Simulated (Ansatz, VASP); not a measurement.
**One calculation of TiSi2, two programs**

```
Ti Si
1.0
    -1.47287    1.71213    4.21208
     1.47287   -1.71213    4.21208
     1.47287    1.71213   -4.21208
Ti Si
1 2
Cartesian
  0.0000 0.0000 0.0000
  0.0000 0.0000 2.7793
  0.0000 0.0000 5.6448
```

Alike in both runs: task single point; functional BLYP; k mesh 6 × 6 × 6; occupations gaussian, width 0.1 eV; no spin polarisation.

|  | VASP | Ansatz |
| --- | --- | --- |
| version | VASP 6.6.1 | Ansatz 0.2.0 |
| potentials or method | VASP PAW PBE potentials, release 64 (Ti_sv, Si), cutoff 520 eV | scalar-relativistic, plane waves, PAW |
| valence electrons in the cell | 20 | 20 |

Ansatz gave:

```
gap on the k mesh at the Fermi level (eV)                     : none
pressure (GPa)                                                : 7.4
traceless stress, the component that is largest in VASP (GPa) : 2.45
rms of the force components (eV/Å)                            : 0.068
```

Task: Which values does VASP return?

Result: gap on the k mesh at the Fermi level (eV): none; pressure (GPa): 7.8; traceless stress, the component that is largest in VASP (GPa): 2.45; rms of the force components (eV/Å): 0.066.

VASP's potentials were made for PBE, not for BLYP. Atom by atom the forces differ by 0.003 eV/Å (rms over components). A gap of «none» marks a metal or a gap that the smearing closes. The functional is the same, so the differences come from potentials, cutoffs and numerics. Ansatz's warnings: force scf threshold loose, stress scf threshold loose.

The k mesh is coarse, so the values compare programs but aren't converged.
